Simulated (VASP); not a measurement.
Set up this calculation in VASP 6.6.1, as the native input.

| Quantity | Value |
| --- | --- |
| Task | single point |
| Functional | PBEsol |
| Potentials or basis | VASP PAW PBE potentials, release 64 (Zn, S) |
| Cutoff | 520 eV |
| k mesh | 6 × 6 × 6 |
| Occupations | methfessel-paxton, width 0.01 eV |
| Spin | no spin polarisation |
| Dipole correction | no |
| Further INCAR settings | ALGO = Normal; EDIFF = 1e-06; NBANDS = 36 |

The structure of ZnS lies in POSCAR:

```
ZnS
1.0
    1.8860023774      1.0888839807      9.2680693401
   -1.8860023774      1.0888839807      9.2680693401
    0.0000000000     -2.1777679613      9.2680693401
Zn S
3 3
Direct
    0.9999711400      0.9999711400      0.9999711400
    0.2222694100      0.2222694100      0.2222694100
    0.4446134400      0.4446134400      0.4446134400
    0.0832671700      0.0832671700      0.0832671700
    0.5278423000      0.5278423000      0.5278423000
    0.3053625400      0.3053625400      0.3053625400
```

One way to write it, as run:

INCAR

```
SYSTEM = ZnS
PREC = Accurate ; ENCUT = 520
EDIFF = 1E-6 ; ISMEAR = 1
SIGMA = 0.01 ; LREAL = .False.
LASPH = .True. ; NELM = 100
ALGO = Normal ; ISIF = 2
LWAVE = .False. ; LCHARG = .False.
GGA = PS ; NBANDS = 36
```

KPOINTS

```
Automatic mesh
0
Gamma
  6 6 6
  0 0 0
```

Potentials or basis: VASP PAW PBE potentials, release 64 (Zn, S).

The run is started by

```sh
$ cat potpaw_PBE.64/Zn/POTCAR potpaw_PBE.64/S/POTCAR > POTCAR
$ mpirun -np 1 vasp_std > vasp.out
```

It gave:

The pressure is 1.0 GPa. The largest force is 0.006 eV/Å and the band gap on the k mesh is 2.18 eV.

Caveat: the PAW data sets were made with another functional, which shifts forces and pressure a little.

Wall time 7.5 min on 1 thread of Intel(R) Xeon(R) 6975P-C (Granite Rapids), with other jobs on the host, peak memory 0.7 GiB.
